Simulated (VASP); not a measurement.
Wanted: the native input for a VASP 6.6.1 run.

```
Task                   : single point
Functional             : LDA
Potentials or basis    : VASP PAW LDA potentials, release 64 (Co, O)
Cutoff                 : 520 eV
k mesh                 : 13 × 13 × 15
Occupations            : fermi-dirac, width 0.03 eV
Spin                   : collinear spin, ferromagnetic start
Starting moments       : [2.0, 0.0] μB
Dipole correction      : no
Further INCAR settings : ALGO = Normal; EDIFF = 1e-06; NBANDS = 18; ISYM = 0
```

The structure of CoO lies in POSCAR:

```
CoO
1.0
   -1.4876192741      1.4876192741      2.0787701130
    1.4876192741     -1.4876192741      2.0787701130
    1.4876192741      1.4876192741     -2.0787701130
Co O
1 1
Direct
    0.0000000000      0.0000000000      0.0000000000
    0.5000000000      0.5000000000      0.0000000000
```

The input as run:

INCAR

```
PREC = Accurate
ENCUT = 520
EDIFF = 1E-6
ISMEAR = -1
SIGMA = 0.03
LREAL = False
LASPH = True
NELM = 150
ALGO = Normal
ISIF = 2
LWAVE = False
LCHARG = False
ISPIN = 2
MAGMOM = 2 0
LORBIT = 11
LMAXMIX = 4
ISYM = 0
NBANDS = 18
```

KPOINTS

```
Automatic mesh
0
Gamma
  13 13 15
```

Potentials or basis: VASP PAW LDA potentials, release 64 (Co, O).

Run with:

```bash
$ cat potpaw_LDA.64/Co/POTCAR potpaw_LDA.64/O/POTCAR > POTCAR
$ mpirun -np 1 vasp_std > vasp.out
```

It gave:

```json
{
  "Pressure": "-15.1 GPa",
  "Net moment": "2.49 μB per cell",
  "Site moments": "Co +2.20; O +0.24 μB",
  "Valence electrons inside the program's atomic spheres": "Co 7.94; O 4.94"
}
```

Caveat: the cell stands under tension; a cell with one magnetic atom can't hold antiferromagnetic order, which such compounds often take.

Wall time 17 min on 1 thread of Oxide Virtual Turin-like Processor, on a shared host, peak memory 0.65 GiB.
